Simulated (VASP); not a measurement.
Wanted: the native input for a VASP 6.6.1 run.

- Task: single point
- Functional: PBE
- Potentials or basis: VASP PAW PBE potentials, release 64 (Mg)
- Cutoff: 520 eV
- k mesh: 18 × 18 × 18
- Occupations: gaussian, width 0.15 eV
- Spin: no spin polarisation
- Dipole correction: no
- Further INCAR settings: ALGO = Normal; EDIFF = 1e-07; NBANDS = 7

The structure of Mg lies in POSCAR:

```
Mg
1.0
   -1.8355548414      1.8355548414      1.7730500000
    1.8355548414     -1.8355548414      1.7730500000
    1.8355548414      1.8355548414     -1.7730500000
Mg
1
Direct
    0.0000000000      0.0000000000      0.0000000000
```

These files were run (other wordings do the same):

INCAR

```
PREC = Accurate ; ENCUT = 520
EDIFF = 1E-7 ; ISMEAR = 0
SIGMA = 0.15 ; LREAL = F
LASPH = T ; NELM = 80
ALGO = Normal ; ISIF = 2
LWAVE = F ; LCHARG = F
GGA = PE ; NBANDS = 7
```

KPOINTS

```
regular mesh
0
Gamma
  18 18 18
```

Potentials or basis: VASP PAW PBE potentials, release 64 (Mg).

Launch:

```bash
$ cat potpaw_PBE.64/Mg/POTCAR > POTCAR
$ mpirun -np 1 vasp_std > vasp.out
```

It gave:

The pressure is -1.5 GPa and the band gap on the k mesh is zero (band 1 reaches 5.93 eV, above the bottom of band 2 at 1.36 eV).

It took 15 s on 1 thread of Intel(R) Xeon(R) 6975P-C (Granite Rapids) (shared host), peak memory 0.2 GiB.
